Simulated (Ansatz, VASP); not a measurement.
## Ag in VASP and in Ansatz

The input INCAR:

```
SYSTEM = Ag
ALGO = Normal ; DIPOL = 0.5 0.5 0.500
EDIFF = 1E-6 ; ENCUT = 520
GGA = PS ; IDIPOL = 3
ISIF = 2 ; ISMEAR = 0
LASPH = .True. ; LCHARG = .True.
LDIPOL = .True. ; LELF = .True.
LREAL = .False. ; LVACPOTAV = .True.
LVHAR = .True. ; LWAVE = .False.
NBANDS = 42 ; NELM = 60
PREC = Accurate ; SIGMA = 0.1
```

The input KPOINTS:

```
k-points
0
Gamma
  12 12 1
  0 0 0
```

The input POSCAR:

```
Ag
1.0
    2.8687411792      0.0000000000      0.0000000000
   -1.4343705896      2.4844027381      0.0000000000
    0.0000000000      0.0000000000     26.6956358961
Ag
6
Direct
    0.0000000000      0.0000000000      0.2809447967
    0.6666666667      0.3333333333      0.3685239682
    0.3333333333      0.6666666667      0.4561031397
    0.6666666667      0.3333333333      0.5438968603
    0.3333333333      0.6666666667      0.6314760318
    0.0000000000      0.0000000000      0.7190552033
```

Input for Ansatz:

```yaml
crystal:
  lattice:
    - [2.8687411792, 0.0, 0.0]
    - [-1.4343705896, 2.4844027381, 0.0]
    - [0.0, 0.0, 26.6956358961]
  atoms:
    - { symbol: Ag, position: [0.0, 0.0, 0.2809447967] }
    - { symbol: Ag, position: [0.6666666667, 0.3333333333, 0.3685239682] }
    - { symbol: Ag, position: [0.3333333333, 0.6666666667, 0.4561031397] }
    - { symbol: Ag, position: [0.6666666667, 0.3333333333, 0.5438968603] }
    - { symbol: Ag, position: [0.3333333333, 0.6666666667, 0.6314760318] }
    - { symbol: Ag, position: [0.0, 0.0, 0.7190552033] }
basis:
  ecutwfc: 420
kpoints:
  mp_grid: { grid: [12, 12, 1] }
hamiltonian:
  xc: pbesol
scf:
  occupations: { method: gaussian, width: 0.1 }
output:
  forces: true
  stress: true
  eigenvalues: true
  write_density: true
  write_potential: true
  elf: true
  volumetric_format: npy
efield:
  axis: 3
  dipole_correction: true
  ramp_width: 0.04
```

Alike in both runs: task single point; functional PBEsol; k mesh 12 × 12 × 1; occupations gaussian, width 0.1 eV; no spin polarisation.

|  | VASP | Ansatz |
| --- | --- | --- |
| version | VASP 6.6.1 | Ansatz 0.2.0 |
| potentials or method | VASP PAW PBE potentials, release 64 (Ag), cutoff 520 eV | scalar-relativistic, plane waves, PAW |
| valence electrons in the cell | 66 | 114 |

```csv
,VASP,Ansatz,Ansatz less VASP
gap on the k mesh at the Fermi level (eV),none,none,-
rms of the force components (eV/Å),0.029,0.027,-0.0023
"work function, face that differs most (eV)",4.53,4.53,+0.007
```

VASP's potentials were made for PBE, not for PBEsol. Atom by atom the forces differ by 0.002 eV/Å (rms over components). A gap of «none» marks a metal or a gap that the smearing closes. VASP's potentials hold 66 valence electrons a cell and Ansatz's 114, so a difference there can come from the potentials and not from the codes. Ansatz's warnings: xc potential rough in thin density.
